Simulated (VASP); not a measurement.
# CdS (F-43m) in VASP: a series of runs, part 2 of 2

VASP 6.6.1. Earlier steps stand in the parts before.

### 5 Relaxation of cell and atoms, PBEsol, target pressure 4 GPa, at which the enthalpy is minimised

This run uses another cell than the first one, of 24.70 Å³/atom.

Contents of INCAR:

```
SYSTEM = CdS
PREC     = Accurate       ! precision mode
ENCUT    = 600            ! plane-wave cutoff, eV
EDIFF    = 1E-6           ! SCF threshold, eV
ISMEAR   = 0              ! smearing method
SIGMA    = 0.01           ! smearing width, eV
LREAL    = .False.        ! projectors in reciprocal space
LASPH    = .True.         ! aspherical terms in the spheres
NELM     = 80             ! most SCF steps
ALGO     = Normal         ! electronic algorithm
ISIF     = 3              ! what is computed and relaxed
LWAVE    = .False.        ! write WAVECAR
LCHARG   = .False.        ! write CHGCAR
GGA      = PS             ! functional
IBRION   = 2              ! ionic algorithm
NSW      = 100            ! ionic steps
EDIFFG   = -0.002         ! ionic threshold
PSTRESS  = 40.0
```

Contents of KPOINTS:

```
Automatic mesh
0
Gamma
  6 6 6
  0 0 0
```

Contents of POSCAR:

```
CdS
1.0
    0.0000000000      2.9122848905      2.9122848905
    2.9122848905      0.0000000000      2.9122848905
    2.9122848905      2.9122848905      0.0000000000
Cd S
1 1
Direct
    0.0000000000      0.0000000000      0.0000000000
    0.7500000000      0.7500000000      0.7500000000
```

Potentials or basis: VASP PAW PBE potentials, release 64 (Cd, S).

On the command line:

```
cat potpaw_PBE.64/Cd/POTCAR potpaw_PBE.64/S/POTCAR > POTCAR
mpirun -np 1 vasp_std > vasp.out
```

OUTCAR:

```text
SYSTEM = CdS
   PREC = Accurate
   ENCUT = 600
   EDIFF = 1E-6
   ISMEAR = 0
   LREAL = .False.
   LASPH = .True.
   NELM = 80
   ISIF = 3
   GGA = PS
   IBRION = 2
   NSW = 100
   EDIFFG = -0.002
   PSTRESS = 40.0

 ion  position               nearest neighbor table
   1  0.000  0.000  0.000-   2 2.52   2 2.52   2 2.52   2 2.52
   2  0.750  0.750  0.750-   1 2.52   1 2.52   1 2.52   1 2.52

  LATTYP: Found a face centered cubic cell.
 ALAT       =     5.8245697810

  Lattice vectors:

 A1 = (   0.0000000000,   2.9122848905,   2.9122848905)
 A2 = (   2.9122848905,   0.0000000000,   2.9122848905)
 A3 = (   2.9122848905,   2.9122848905,   0.0000000000)

Analysis of symmetry for initial positions (statically):
=====================================================================
[... 173 lines left out ...]
  Total        0.1139666      0.1139666      0.1139666      0.0000000     -0.0000000      0.0000000
  in kB        3.6962109      3.6962109      3.6962109      0.0000000     -0.0000000      0.0000000
  external PRESSURE =     -36.3037891 kB  Pullay stress =      40.0000000 kB
[... 63 lines left out ...]
--------------------------------------- Ionic step        3  -------------------------------------------

 number of electron      18.0000001 magnetization

 Free energy of the ion-electron system (eV)
  ---------------------------------------------------
  ext. energy  EPLUGINS =         0.00000000
  ---------------------------------------------------
  free energy    TOTEN  =        -6.77854408 eV

  energy without entropy =       -6.77854408  energy(sigma->0) =       -6.77854408

 E-fermi :   1.7516     XC(G=0):  -9.6403

 val. band max:        1.7105382038   @ k =   0.0000   0.0000   0.0000
 cond. band min:       2.8307570783   @ k =   0.0000   0.0000   0.0000
 fundamental gap:      1.1202188746
 Fermi energy:         1.7515986053

 k-point     1 :       0.0000    0.0000    0.0000
  band No.  band energies     occupation
      1     -11.0363      2.00000
      2      -6.2505      2.00000
      3      -6.2505      2.00000
      4      -6.2505      2.00000
      5      -5.6823      2.00000
      6      -5.6823      2.00000
      7       1.7105      2.00000
      8       1.7105      2.00000
      9       1.7105      2.00000
     10       2.8308      0.00000
     11       8.1303      0.00000
     12       8.1303      0.00000
     13       8.1303      0.00000
[... 271 lines left out ...]
  energy  without entropy=       -6.7785440846  energy(sigma->0) =       -6.77854408

  enthalpy is  TOTEN    =        -5.6066255700 eV   P V=        1.1719185145

 reached required accuracy - stopping structural energy minimisation
```

CONTCAR:

```text
CdS
   1.00000000000000
    -0.0000000000000000    2.8631185910115851    2.8631185910115851
     2.8631185910115851   -0.0000000000000000    2.8631185910115851
     2.8631185910115851    2.8631185910115851    0.0000000000000000
  Cd              S
     1     1
Direct
     0.0000000000000000    0.0000000000000000    0.0000000000000000
     0.7500000000000000    0.7500000000000000    0.7500000000000000

  0.00000000E+00  0.00000000E+00  0.00000000E+00
  0.00000000E+00  0.00000000E+00  0.00000000E+00
```

Wall time 14 s (1 thread of Intel Xeon 6975P-C (Granite Rapids), shared host); peak memory 0.21 GiB.

What came out:

```
Free energy                                                : -6.7785 eV
Relaxed volume                                             : 23.47 Å³/atom
Relaxed cell                                               : a = 4.049 Å, b = 4.049 Å, c = 4.049 Å, α = 60.00°, β = 60.00°, γ = 60.00°
Space group after relaxing (to 0.1 Å)                      : F-43m (No. 216)
Energy change on relaxing (the run minimises the enthalpy) : +16.1 meV/atom
Ionic steps                                                : 3
Pressure after relaxing                                    : 4.0 GPa
Band gap on the k mesh                                     : 1.12 eV
```

The path:
```csv
step,energy change (eV),largest force (eV/Å),pressure (GPa),volume (Å³)
1,0.0000,0.0000,0.37,49.40
2,0.0794,0.0000,6.65,45.51
3,0.0322,0.0000,4.00,46.94
```

Final structure:
```
CELL_PARAMETERS angstrom
0.00000 2.86312 2.86312
2.86312 0.00000 2.86312
2.86312 2.86312 0.00000
ATOMIC_POSITIONS crystal
Cd 0.00000 0.00000 0.00000
S 0.75000 0.75000 0.75000
```

Levels at points of the mesh, in eV from the valence-band top:
```
           k point  band 6  band 7  band 8  band 9  band 10  band 11  band 12  band 13
(0.00, 0.00, 0.00)   -7.39    0.00    0.00    0.00     1.12     6.42     6.42     6.42
(0.50, 0.00, 0.00)   -6.96   -4.84   -0.85   -0.85     2.96     6.90     6.90     7.48
(0.50, 0.50, 0.00)   -6.89   -4.27   -2.12   -2.12     3.29     4.30     9.32    11.00
```

Caveat: the cell is relaxed towards a set pressure, so the run minimises the enthalpy, not the energy; the PAW data sets were made with another functional, which shifts forces and pressure a little.

### 6 Relaxation of cell and atoms, PBEsol, target pressure 7 GPa, at which the enthalpy is minimised

This run uses another cell than the first one, of 24.70 Å³/atom.

Contents of INCAR:

```
  ALGO = Normal
  EDIFF = 1E-6
  EDIFFG = -0.002
  ENCUT = 600
  GGA = PS
  IBRION = 2
  ISIF = 3
  ISMEAR = 0
  LASPH = True
  LCHARG = False
  LREAL = False
  LWAVE = False
  NELM = 80
  NSW = 100
  PREC = Accurate
  PSTRESS = 70.0
  SIGMA = 0.01
```

Contents of KPOINTS:

```
k-points
0
Gamma
  6 6 6
```

POSCAR is that of step 5.

Potentials or basis: VASP PAW PBE potentials, release 64 (Cd, S).

On the command line:

```
cat potpaw_PBE.64/Cd/POTCAR potpaw_PBE.64/S/POTCAR > POTCAR
mpirun -np 1 vasp_std > vasp.out
```

OUTCAR:

```text
EDIFF = 1E-6
   EDIFFG = -0.002
   ENCUT = 600
   GGA = PS
   IBRION = 2
   ISIF = 3
   ISMEAR = 0
   LASPH = True
   LREAL = False
   NELM = 80
   NSW = 100
   PREC = Accurate
   PSTRESS = 70.0

 ion  position               nearest neighbor table
   1  0.000  0.000  0.000-   2 2.52   2 2.52   2 2.52   2 2.52
   2  0.750  0.750  0.750-   1 2.52   1 2.52   1 2.52   1 2.52

  LATTYP: Found a face centered cubic cell.
 ALAT       =     5.8245697810

  Lattice vectors:

 A1 = (   0.0000000000,   2.9122848905,   2.9122848905)
 A2 = (   2.9122848905,   0.0000000000,   2.9122848905)
 A3 = (   2.9122848905,   2.9122848905,   0.0000000000)

Analysis of symmetry for initial positions (statically):
=====================================================================
 Subroutine PRICEL returns:
 Original cell was already a primitive cell.

 Routine SETGRP: Setting up the symmetry group for a
 face centered cubic supercell.

 Subroutine GETGRP returns: Found 24 space group operations
 (whereof 24 operations were pure point group operations)
 out of a pool of 48 trial point group operations.

The static configuration has the point symmetry T_d .

Analysis of symmetry for dynamics (positions and initial velocities):
=====================================================================
 Subroutine PRICEL returns:
 Original cell was already a primitive cell.

[... 190 lines left out ...]
 val. band max:        2.7156218623   @ k =   0.0000   0.0000   0.0000
 cond. band min:       4.0276337288   @ k =   0.0000   0.0000   0.0000
 fundamental gap:      1.3120118665
 Fermi energy:         2.7993193625

 k-point     1 :       0.0000    0.0000    0.0000
  band No.  band energies     occupation
      1     -10.7838      2.00000
      2      -5.7728      2.00000
      3      -5.7728      2.00000
      4      -5.7728      2.00000
      5      -5.0381      2.00000
      6      -5.0381      2.00000
      7       2.7156      2.00000
      8       2.7156      2.00000
      9       2.7156      2.00000
     10       4.0276      0.00000
     11       9.0463      0.00000
     12       9.0463      0.00000
     13       9.0463      0.00000
[... 309 lines left out ...]
  energy  without entropy=       -6.7248086953  energy(sigma->0) =       -6.72480870

  enthalpy is  TOTEN    =        -4.7433085111 eV   P V=        1.9815001843

[... ionic steps 4 to 9 ...]

--------------------------------------- Ionic step       10  -------------------------------------------

 number of electron      18.0000000 magnetization

------------------------ aborting loop because EDIFF is reached ----------------------------------------
[... 71 lines left out ...]
--------------------------------------- Ionic step       12  -------------------------------------------

 number of electron      18.0000000 magnetization

 Free energy of the ion-electron system (eV)
  ---------------------------------------------------
  ext. energy  EPLUGINS =         0.00000000
  ---------------------------------------------------
  free energy    TOTEN  =        -6.72380292 eV

  energy without entropy =       -6.72380292  energy(sigma->0) =       -6.72380292

 E-fermi :   2.1492     XC(G=0):  -9.8085

 val. band max:        2.0436997612   @ k =   0.0000   0.0000   0.0000
 cond. band min:       3.2328290480   @ k =   0.0000   0.0000   0.0000
 fundamental gap:      1.1891292868
 Fermi energy:         2.1492036591

 k-point     1 :       0.0000    0.0000    0.0000
  band No.  band energies     occupation
      1     -10.9502      2.00000
      2      -6.0839      2.00000
      3      -6.0839      2.00000
      4      -6.0839      2.00000
      5      -5.4609      2.00000
      6      -5.4609      2.00000
      7       2.0437      2.00000
      8       2.0437      2.00000
      9       2.0437      2.00000
     10       3.2328      0.00000
     11       8.4397      0.00000
     12       8.4397      0.00000
     13       8.4397      0.00000
[... 271 lines left out ...]
  energy  without entropy=       -6.7238029243  energy(sigma->0) =       -6.72380292

  enthalpy is  TOTEN    =        -4.7433141653 eV   P V=        1.9804887590

 reached required accuracy - stopping structural energy minimisation
```

OSZICAR:

```text
N       E                     dE             d eps       ncg     rms          rms(c)
DAV:   1     0.117900945195E+03    0.11790E+03   -0.99253E+03   416   0.142E+03
DAV:   2    -0.189860187978E+01   -0.11980E+03   -0.11508E+03   481   0.308E+02
DAV:   3    -0.727092183921E+01   -0.53723E+01   -0.53572E+01   481   0.674E+01
DAV:   4    -0.731107225023E+01   -0.40150E-01   -0.40144E-01   476   0.590E+00
[... 73 lines left out ...]
  11 F= -.47433142E+01 E0= -.47433142E+01  d E =-.126442E-06
       N       E                     dE             d eps       ncg     rms          rms(c)
DAV:   1    -0.672380698677E+01   -0.30727E-03   -0.74974E-05   461   0.126E-01    0.140E-02
DAV:   2    -0.672380343329E+01    0.35535E-05   -0.89074E-06   421   0.528E-02    0.670E-03
DAV:   3    -0.672380292428E+01    0.50901E-06   -0.10124E-06   208   0.130E-02
  12 F= -.47433142E+01 E0= -.47433142E+01  d E =-.515359E-07
```

CONTCAR:

```text
CdS
   1.00000000000000
    -0.0000000000000000    2.8299904903015678    2.8299904903015678
     2.8299904903015678   -0.0000000000000000    2.8299904903015678
     2.8299904903015678    2.8299904903015678    0.0000000000000000
  Cd              S
     1     1
Direct
     0.0000000000000000    0.0000000000000000    0.0000000000000000
     0.7500000000000000    0.7500000000000000    0.7500000000000000

  0.00000000E+00  0.00000000E+00  0.00000000E+00
  0.00000000E+00  0.00000000E+00  0.00000000E+00
```

Run time: 32 s. Hardware: 1 thread of Intel Xeon 6975P-C (Granite Rapids), shared host; peak memory 0.21 GiB.

Results:

| Property | Result |
| --- | --- |
| Free energy | -6.7238 eV |
| Relaxed volume | 22.66 Å³/atom |
| Relaxed cell | a = 4.002 Å, b = 4.002 Å, c = 4.002 Å, α = 60.00°, β = 60.00°, γ = 60.00° |
| Space group after relaxing (to 0.1 Å) | F-43m (No. 216) |
| Energy change on relaxing (the run minimises the enthalpy) | +43.5 meV/atom |
| Ionic steps | 12 |
| Pressure after relaxing | 7.0 GPa |
| Band gap on the k mesh | 1.19 eV |

The path:
```csv
step,energy change (eV),largest force (eV/Å),pressure (GPa),volume (Å³)
1,0.0000,0.0000,0.37,49.40
2,0.2719,0.0000,13.97,42.45
3,0.0859,0.0000,6.94,45.35
4,0.0894,0.0000,7.12,45.27
5,0.0849,0.0000,6.90,45.38
6,0.0873,0.0000,6.97,45.32
7,0.0877,0.0000,7.02,45.31
8,0.0875,0.0000,7.02,45.32
9,0.0874,0.0000,7.03,45.32
10,0.0873,0.0000,7.02,45.32
11,0.0872,0.0000,7.02,45.32
12,0.0869,0.0000,6.99,45.33
```

Final structure:
```
CELL_PARAMETERS angstrom
0.00000 2.82999 2.82999
2.82999 0.00000 2.82999
2.82999 2.82999 0.00000
ATOMIC_POSITIONS crystal
Cd 0.00000 0.00000 0.00000
S 0.75000 0.75000 0.75000
```

Caveat: the cell is relaxed towards a set pressure, so the run minimises the enthalpy, not the energy; the PAW data sets were made with another functional, which shifts forces and pressure a little.

### 7 Summary

```csv
task,cell,cutoff (eV),gap on the mesh (eV),pressure (GPa)
single point,"a = 4.097 Å, angles 60.0°, 2 atoms",520,1.05,1.4
relaxation of cell and atoms,"relaxed to 1 GPa from a = 4.119 Å, angles 60.0°, 2 atoms",600,1.04,1.0
relaxation of cell and atoms,"relaxed to 2 GPa from a = 4.119 Å, angles 60.0°, 2 atoms",600,1.07,2.0
relaxation of cell and atoms,"relaxed to 4 GPa from a = 4.119 Å, angles 60.0°, 2 atoms",600,1.12,4.0
relaxation of cell and atoms,"relaxed to 7 GPa from a = 4.119 Å, angles 60.0°, 2 atoms",600,1.19,7.0
```

Alike in all rows: level PBEsol; potentials or basis VASP PAW PBE potentials, release 64 (Cd, S); no spin polarisation; k mesh 6 × 6 × 6; smearing gaussian 0.01 eV.

Caveats: the PAW data sets were made with another functional, which shifts forces and pressure a little; the cell is relaxed towards a set pressure, so the run minimises the enthalpy, not the energy (at least some runs).

Total energies depend on the potentials used, so only differences within one code and one set of settings carry meaning.
